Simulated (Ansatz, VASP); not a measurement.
**Two plane-wave programs on MgO**

File POSCAR:

```
MgO
1.0
    2.6233491278      0.0000000000      0.0000000000
    0.0000000000      2.6233491278      0.0000000000
    0.0000000000      0.0000000000      2.6233491278
Mg O
1 1
Direct
    0.0000000000      0.0000000000      0.0000000000
    0.5000000000      0.5000000000      0.5000000000
```

The input INCAR.step1:

```
SYSTEM = MgO
ALGO = Normal
EDIFF = 1E-5
ENCUT = 520
GGA = PE
ISIF = 2
ISMEAR = 0
LASPH = .TRUE.
LCHARG = .FALSE.
LREAL = .FALSE.
LWAVE = .TRUE.
NBANDS = 11
NELM = 100
PREC = Accurate
SIGMA = 0.01
```

File INCAR.step2:

```
SYSTEM = MgO
AEXX = 0.15
ALGO = Normal
EDIFF = 1E-6
ENCUT = 520
GGA = PE
HFSCREEN = 0.1
ISIF = 2
ISMEAR = 0
ISTART = 1
LASPH = .TRUE.
LCHARG = .FALSE.
LHFCALC = .TRUE.
LREAL = .FALSE.
LWAVE = .FALSE.
NBANDS = 11
NELM = 100
PREC = Accurate
PRECFOCK = Normal
SIGMA = 0.01
```

File KPOINTS:

```
k-points
0
G
  4 4 4
  0 0 0
```

Input for Ansatz:

```yaml
crystal:
  lattice:
    - [2.6233491278, 0.0, 0.0]
    - [0.0, 2.6233491278, 0.0]
    - [0.0, 0.0, 2.6233491278]
  atoms:
    - { symbol: Mg, position: [0.0, 0.0, 0.0] }
    - { symbol: O, position: [0.5, 0.5, 0.5] }
kpoints:
  mp_grid: { grid: [4, 4, 4] }
hamiltonian:
  xc: { exchange: pbe, correlation: pbe, exx: { coeff: 0.15, omega: 0.1 } }
scf:
  occupations: { method: fixed }
  n_extra_bands: 4
output:
  forces: true
  stress: true
  eigenvalues: true
```

Alike in both runs: task single point; functional PBE-based screened hybrid with a share of 0.15 of exact exchange and HFSCREEN = 0.1; k mesh 4 × 4 × 4; no spin polarisation.

|  | VASP | Ansatz |
| --- | --- | --- |
| version | VASP 6.6.1 | Ansatz 0.2.0 |
| potentials or method | VASP PAW PBE potentials, release 64 (Mg, O) | plane waves |
| plane-wave cutoff (eV) | 520 | 420 |
| occupations | gaussian, width 0.01 eV | fixed |
| valence electrons in the cell | 8 | 16 |

|  | VASP | Ansatz | Ansatz less VASP |
| --- | --- | --- | --- |
| gap on the k mesh at the Fermi level (eV) | 3.75 | 3.77 | +0.019 |
| pressure (GPa) | 1.3 | 2.0 | +0.64 |

VASP's potentials were made for PBE, not for PBE-based screened hybrid. VASP's potentials hold 8 valence electrons a cell and Ansatz's 16, so a difference there can come from the potentials and not from the codes. Ansatz's warnings: stress exchange threshold loose, stress scf threshold loose.

The k mesh is coarse, so the values compare programs but aren't converged.
